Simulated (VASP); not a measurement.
# ZnCdH4 (P4/mmm) in VASP: a series of runs, part 2 of 2

VASP 6.6.1. The steps go on from the part before.

### Step 3. Relaxation of cell and atoms, PBE

This run uses another cell than the first one, of 16.59 Å³/atom.

The input, INCAR:

```
ALGO = Normal ; EDIFF = 1E-6
EDIFFG = -0.04 ; ENCUT = 600
GGA = PE ; IBRION = 2
ISIF = 3 ; ISMEAR = 0
LASPH = True ; LCHARG = False
LREAL = False ; LWAVE = False
NELM = 100 ; NSW = 90
PREC = Accurate ; SIGMA = 0.1
```

The input, KPOINTS:

```
k-points
0
Gamma
  4 4 4
```

The input, POSCAR:

```
ZnCdH4
1.0
    3.9852002200      0.0000000000      0.0000000000
    0.0000000000      3.9852002200      0.0000000000
    0.0000000000      0.0000000000      6.2664343500
Zn Cd H
1 1 4
Direct
    0.0000000000      0.0000000000      0.0000000000
    0.5000000000      0.5000000000      0.5000000000
    0.0000000000      0.0000000000      0.6788081900
    0.5000000000      0.0000000000      0.0000000000
    0.0000000000      0.5000000000      0.0000000000
    0.0000000000      0.0000000000      0.3211918100
```

Potentials or basis: VASP PAW PBE potentials, release 64 (Zn, Cd, H).

The run is started by

```bash
$ cat potpaw_PBE.64/Zn/POTCAR potpaw_PBE.64/Cd/POTCAR potpaw_PBE.64/H/POTCAR > POTCAR
$ mpirun -np 1 vasp_std > vasp.out
```

OUTCAR:

```text
EDIFF = 1E-6
   EDIFFG = -0.04
   ENCUT = 600
   GGA = PE
   IBRION = 2
   ISIF = 3
   ISMEAR = 0
   LASPH = True
   LREAL = False
   NELM = 100
   NSW = 90
   PREC = Accurate

 ion  position               nearest neighbor table
   1  0.000  0.000  0.000-
   2  0.500  0.500  0.500-
   3  0.000  0.000  0.679-
   4  0.500  0.000  0.000-
   5  0.000  0.500  0.000-
   6  0.000  0.000  0.321-

  LATTYP: Found a simple tetragonal cell.
 ALAT       =     3.9852002200
 C/A-ratio  =     1.5724264790

  Lattice vectors:

 A1 = (   3.9852002200,   0.0000000000,   0.0000000000)
 A2 = (   0.0000000000,   3.9852002200,   0.0000000000)
 A3 = (   0.0000000000,   0.0000000000,   6.2664343500)

Analysis of symmetry for initial positions (statically):
=====================================================================
 Subroutine PRICEL returns:
 Original cell was already a primitive cell.

 Routine SETGRP: Setting up the symmetry group for a
 simple tetragonal supercell.

 Subroutine GETGRP returns: Found 16 space group operations
 (whereof 16 operations were pure point group operations)
 out of a pool of 16 trial point group operations.

The static configuration has the point symmetry D_4h.

Analysis of symmetry for dynamics (positions and initial velocities):
=====================================================================
 Subroutine PRICEL returns:
 Original cell was already a primitive cell.

 Routine SETGRP: Setting up the symmetry group for a
 simple tetragonal supercell.

 Subroutine GETGRP returns: Found 16 space group operations
 (whereof 16 operations were pure point group operations)
 out of a pool of 16 trial point group operations.

The dynamic configuration has the point symmetry D_4h.

 Subroutine INISYM returns: Found 16 space group operations
 (whereof 16 operations are pure point group operations),
[... 107 lines left out ...]
   PSTRESS=    0.0 pullay stress
   NELECT =      28.0000    total number of electrons
   NUPDOWN=      -1.0000    fix difference up-down
   EMIN   =  10.00;   EMAX   =-10.00  energy-range for DOS
   EFERMI =   0.00;   METHOD = LEGACY
   ISMEAR =     0;   SIGMA  =   0.10  broadening in eV -4-tet -1-fermi 0-gaus
   EFERMI_NEDOS =   21; number of points for ismear=-14 and -15
   IALGO  =     38    algorithm
   IMIX   =      4    mixing-type and parameters
     AMIX     =   0.40;   BMIX     =  1.00
     AMIX_MAG =   1.60;   BMIX_MAG =  1.00
  volume/ion in A,a.u.               =      16.59       111.94
  Fermi-wavevector in a.u.,A,eV,Ry     =   1.072722  2.027151 15.656670  1.150733
  Thomas-Fermi vector in A             =   2.208501
   LORBIT       =      0    0 simple, 1 ext, 2 COOP (PROOUT), +10 PAW based schemes
   GGA     = PE    functional components
   LHFCALC =     F    Hartree Fock is set to
   AEXX    =    0.0000 exact exchange contribution
   IVDW    =     0    specifies the selected vdW correction
   LEPSILON=     F    determine dielectric tensor
   LRPA    =     F    only Hartree local field effects (RPA)
 conjugate gradient relaxation of ions
 non-spin polarized calculation
 Gauss-broadening in eV      SIGMA  =   0.10
  energy-cutoff  :      600.00
  volume of cell :       99.52
 maximum number of plane-waves:      3368
 NGX is ok and might be reduce to    32
   NGX = 15   NGY = 15   NGZ = 25

--------------------------------------- Ionic step        1  -------------------------------------------

 number of electron      28.0000033 magnetization

 Free energy of the ion-electron system (eV)
  ---------------------------------------------------
  ext. energy  EPLUGINS =         0.00000000
  ---------------------------------------------------
  free energy    TOTEN  =       -10.45727726 eV

  energy without entropy =      -10.43489506  energy(sigma->0) =      -10.44608616

------------------------ aborting loop because EDIFF is reached ----------------------------------------

  FORCE on cell =-STRESS in cart. coord.  units (eV):
  Direction    XX          YY          ZZ          XY          YZ          ZX
  --------------------------------------------------------------------------------------
  -------------------------------------------------------------------------------------
  Total       -6.2420118     -6.2420118     -4.7336153      0.0000000      0.0000000      0.0000000
  in kB     -100.4880413   -100.4880413    -76.2048746      0.0000000      0.0000000      0.0000000
  external PRESSURE =     -92.3936524 kB  Pullay stress =       0.0000000 kB
[... 862 lines left out ...]
      5      -7.8188      2.00000
      6      -7.1534      2.00000
[... 10 lines left out ...]
     17       3.8132      0.00000
     18       5.5138      0.00000

[... ionic steps 4 to 13 ...]

--------------------------------------- Ionic step       14  -------------------------------------------

 number of electron      28.0000009 magnetization

------------------------ aborting loop because EDIFF is reached ----------------------------------------
[... 75 lines left out ...]
--------------------------------------- Ionic step       16  -------------------------------------------

 number of electron      28.0000009 magnetization

 Free energy of the ion-electron system (eV)
  ---------------------------------------------------
  ext. energy  EPLUGINS =         0.00000000
  ---------------------------------------------------
  free energy    TOTEN  =       -12.21233172 eV

  energy without entropy =      -12.20730809  energy(sigma->0) =      -12.20981991

 E-fermi :   0.1472     XC(G=0):  -9.6153

 val. band max:        0.1259613724   @ k =   0.5000   0.2500   0.0000
 cond. band min:       0.1698880709   @ k =   0.0000   0.0000   0.5000
 fundamental gap:      0.0439266985
 Fermi energy:         0.1471977424
[... 409 lines left out ...]
  FREE ENERGIE OF THE ION-ELECTRON SYSTEM (eV)
  ---------------------------------------------------
  free  energy   TOTEN  =       -12.2123317207 eV

  energy  without entropy=      -12.2073080934  energy(sigma->0) =      -12.20981991

 reached required accuracy - stopping structural energy minimisation
```

OSZICAR:

```text
N       E                     dE             d eps       ncg     rms          rms(c)
DAV:   1     0.162352357507E+03    0.16235E+03   -0.14122E+04   648   0.169E+03
DAV:   2    -0.191366482614E+01   -0.16427E+03   -0.15910E+03   648   0.338E+02
DAV:   3    -0.118955710847E+02   -0.99819E+01   -0.98887E+01   708   0.934E+01
[... 162 lines left out ...]
DAV:   2    -0.122141297570E+02    0.43178E-02   -0.90143E-03   710   0.167E+00    0.276E-01
DAV:   3    -0.122125675049E+02    0.15623E-02   -0.18510E-03   726   0.648E-01    0.130E-01
DAV:   4    -0.122123393032E+02    0.22820E-03   -0.53222E-04   786   0.398E-01    0.417E-02
DAV:   5    -0.122123309294E+02    0.83738E-05   -0.72531E-05   706   0.118E-01    0.197E-02
DAV:   6    -0.122123317207E+02   -0.79136E-06   -0.65333E-06   716   0.209E-02
  16 F= -.12212332E+02 E0= -.12209820E+02  d E =-.206381E-02
```

CONTCAR:

```text
ZnCdH4
   1.00000000000000
     3.3075311346005809    0.0000000000000000   -0.0000000000000000
     0.0000000000000000    3.3075311346005809   -0.0000000000000000
     0.0000000000000000   -0.0000000000000000    5.8869659618511099
  Zn              Cd              H
     1     1     4
Direct
     0.0000000000000000    0.0000000000000000    0.0000000000000000
     0.5000000000000000    0.5000000000000000    0.5000000000000000
     0.0000000000000000    0.0000000000000000    0.6971326191553683
     0.5000000000000000    0.0000000000000000    0.0000000000000000
     0.0000000000000000    0.5000000000000000    0.0000000000000000
     1.0000000000000000    1.0000000000000000    0.3028673808446316

  0.00000000E+00  0.00000000E+00  0.00000000E+00
  0.00000000E+00  0.00000000E+00  0.00000000E+00
  0.00000000E+00  0.00000000E+00  0.00000000E+00
  0.00000000E+00  0.00000000E+00  0.00000000E+00
  0.00000000E+00  0.00000000E+00  0.00000000E+00
  0.00000000E+00  0.00000000E+00  0.00000000E+00
```

Run time: 6.1 min. Hardware: 1 thread of Intel Xeon Platinum 8488C (Sapphire Rapids), shared host; peak memory 0.25 GiB.

What came out:

```
Free energy                           : -12.2123 eV
Relaxed volume                        : 10.73 Å³/atom
Relaxed cell                          : a = 3.308 Å, b = 3.308 Å, c = 5.887 Å, α = 90.00°, β = 90.00°, γ = 90.00°
Space group after relaxing (to 0.1 Å) : P4/mmm (No. 123)
Energy gained by relaxing             : 292.5 meV/atom
Ionic steps                           : 16
Pressure after relaxing               : 0.1 GPa
Band gap on the k mesh                : zero (bands 14 and 15 overlap by 3.40 eV)
```

Forces in eV/Å, atoms in the order of the input:
```
Zn   0.000  0.000  0.000
Cd   0.000  0.000  0.000
H    0.000  0.000  0.002
H    0.000  0.000  0.000
H    0.000  0.000  0.000
H    0.000  0.000 -0.002
```

Step by step:
```
step  energy change (eV)  largest force (eV/Å)  pressure (GPa)  volume (Å³)
   1              0.0000                0.7830           -9.24        99.52
   2             -0.8111                0.6508           -8.52        86.37
   3             -1.2759                1.1070           13.89        53.90
   4             -1.6084                0.1008           -3.34        68.88
   5             -1.6721                0.2425            0.94        63.13
   6             -1.6735                0.1799            0.13        64.05
   7             -1.7292                0.0603            0.43        63.47
   8             -1.7474                0.0210            0.90        62.96
   9             -1.7480                0.0353            1.00        62.84
  10             -1.7525                0.0607            0.27        63.83
  11             -1.7528                0.0783           -0.30        64.56
  12             -1.7530                0.0729           -0.20        64.32
  13             -1.7530                0.0697           -0.08        64.19
  14             -1.7530                0.0707           -0.09        64.24
  15             -1.7540                0.0504           -0.05        64.29
  16             -1.7551                0.0022            0.06        64.40
```

Final structure:
```yaml
crystal:
  lattice:
    - [3.30753, 0.00000, 0.00000]
    - [0.00000, 3.30753, 0.00000]
    - [0.00000, 0.00000, 5.88697]
  atoms:
    - { symbol: Zn, position: [0.00000, 0.00000, 0.00000] }
    - { symbol: Cd, position: [0.50000, 0.50000, 0.50000] }
    - { symbol: H, position: [0.00000, 0.00000, 0.69713] }
    - { symbol: H, position: [0.50000, 0.00000, 0.00000] }
    - { symbol: H, position: [0.00000, 0.50000, 0.00000] }
    - { symbol: H, position: [0.00000, 0.00000, 0.30287] }
```

Caveat: the k points lie up to 0.47 Å⁻¹ apart in the final cell, too coarse for converged energies and pressures of a metal; the volume moved by over 15 % at a fixed basis, so the end points are rough.
